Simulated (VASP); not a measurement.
A run of VASP 6.6.1:

Contents of INCAR:

```
SYSTEM = BaTiO3
ALGO     = Normal         ! electronic algorithm
EDIFF    = 1E-6           ! SCF threshold, eV
ENCUT    = 520            ! plane-wave cutoff, eV
GGA      = PE             ! functional
ISIF     = 2              ! what is computed and relaxed
ISMEAR   = 0              ! smearing method
LASPH    = .TRUE.         ! aspherical terms in the spheres
LCHARG   = .FALSE.        ! write CHGCAR
LDAU     = .TRUE.         ! DFT+U
LDAUJ    = 0 0 0        
LDAUL    = -1 2 -1        ! shell
LDAUPRINT= 1            
LDAUTYPE = 2            
LDAUU    = 0 4 0          ! U, eV
LMAXMIX  = 4              ! l up to which the mixer works
LREAL    = .FALSE.        ! projectors in reciprocal space
LWAVE    = .FALSE.        ! write WAVECAR
NBANDS   = 28             ! bands
NELM     = 150            ! most SCF steps
PREC     = Accurate       ! precision mode
SIGMA    = 0.02           ! smearing width, eV
```

KPOINTS

```
k-points
0
G
  6 6 6
  0 0 0
```

POSCAR

```
BaTiO3
1.0
    2.8603720825      1.6514365918      2.3460535864
   -2.8603720825      1.6514365918      2.3460535864
    0.0000000000     -3.3028731837      2.3460535864
Ba Ti O
1 1 3
Direct
    0.0026800193      0.0026800193      0.0026800193
    0.5127992506      0.5127992506      0.5127992506
    0.4903227043      0.4903227043      0.9825753215
    0.4903227043      0.9825753215      0.4903227043
    0.9825753215      0.4903227043      0.4903227043
```

Potentials or basis: VASP PAW PBE potentials, release 64 (Ba_sv, Ti_sv, O).

Run with:

```console
$ cat potpaw_PBE.64/Ba_sv/POTCAR potpaw_PBE.64/Ti_sv/POTCAR potpaw_PBE.64/O/POTCAR > POTCAR
$ mpirun -np 1 vasp_std > vasp.out
```

Hardware: 1 thread of Intel Xeon 6975P-C (shared host).

Q: Estimate the wall time of this run.

A: It took 75 s on 1 thread of Intel Xeon 6975P-C, with other jobs on the host, peak memory 0.21 GiB. Counts: scf iterations 17, k points 32.
